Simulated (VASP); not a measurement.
Here is a VASP 6.6.1 calculation.

Contents of INCAR:

```
SYSTEM = Ga
ALGO = Normal
EDIFF = 1E-7
EDIFFG = -0.02
ENCUT = 500
GGA = PE
GGA_COMPAT = .False.
IBRION = 2
ISIF = 3
ISMEAR = -1
IVDW = 12
LASPH = .True.
LCHARG = .False.
LREAL = .False.
LWAVE = .False.
NELM = 120
NELMIN = 4
NSW = 80
PREC = Accurate
SIGMA = 0.1
```

The input KPOINTS:

```
k-points
0
Gamma
  8 8 8
  0 0 0
```

File POSCAR:

```
Ga
1.0
   -1.5550000000      1.5550000000      1.5550000000
    1.5550000000     -1.5550000000      1.5550000000
    1.5550000000      1.5550000000     -1.5550000000
Ga
1
Direct
    0.0000000000      0.0000000000      0.0000000000
```

Potentials or basis: VASP PAW PBE potentials, release 64 (Ga_d).

Launch:

```console
$ cat potpaw_PBE.64/Ga_d/POTCAR > POTCAR
$ mpirun -np 1 vasp_std > vasp.out
```

**Question.** What does it give for the space group after relaxing (to 0.1 Å)?

**Answer.** Im-3m (No. 229).

**Question.** What does it give for the band gap on the k mesh?

**Answer.** Zero (an odd number of electrons rules out a gap without spin polarisation).

Final structure:
```cif
data_structure
_symmetry_space_group_name_H-M 'P 1'
_symmetry_Int_Tables_number 1
_cell_length_a 2.8725
_cell_length_b 2.8725
_cell_length_c 2.8725
_cell_angle_alpha 109.471
_cell_angle_beta 109.471
_cell_angle_gamma 109.471
_cell_volume 18.24
loop_
_atom_site_label
_atom_site_type_symbol
_atom_site_fract_x
_atom_site_fract_y
_atom_site_fract_z
_atom_site_occupancy
Ga1 Ga 0.00000 0.00000 0.00000 1
```
